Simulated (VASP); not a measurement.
Crystal: Rh.

```
Rh
1.0
     0.00000    1.90299    1.90299
     1.90299    0.00000    1.90299
     1.90299    1.90299    0.00000
Rh
1
Direct
  0.00000 0.00000 0.00000
```

Base run:

```yaml
Program: VASP 6.6.1
Functional: r2SCAN
Potentials_or_basis: VASP PAW PBE potentials, release 64 (Rh_pv)
Cutoff: 520 eV
k_mesh: 8 × 8 × 8
Occupations: gaussian, width 0.1 eV
Spin: no spin polarisation
```

Its results: pressure 0.6 GPa.

Problem. The run is repeated on the same cell with these changes: potentials or basis from VASP PAW PBE potentials, release 64 (Rh_pv) to VASP PAW PBE potentials, release 64 (Rh_sv_GW); cutoff from 520 eV to 580 eV; valence electrons from 15 to 17. What comes out?

Solution. Pressure -2.2 GPa.

Caveats: the PAW data sets were made with another functional, which shifts forces and pressure a little.
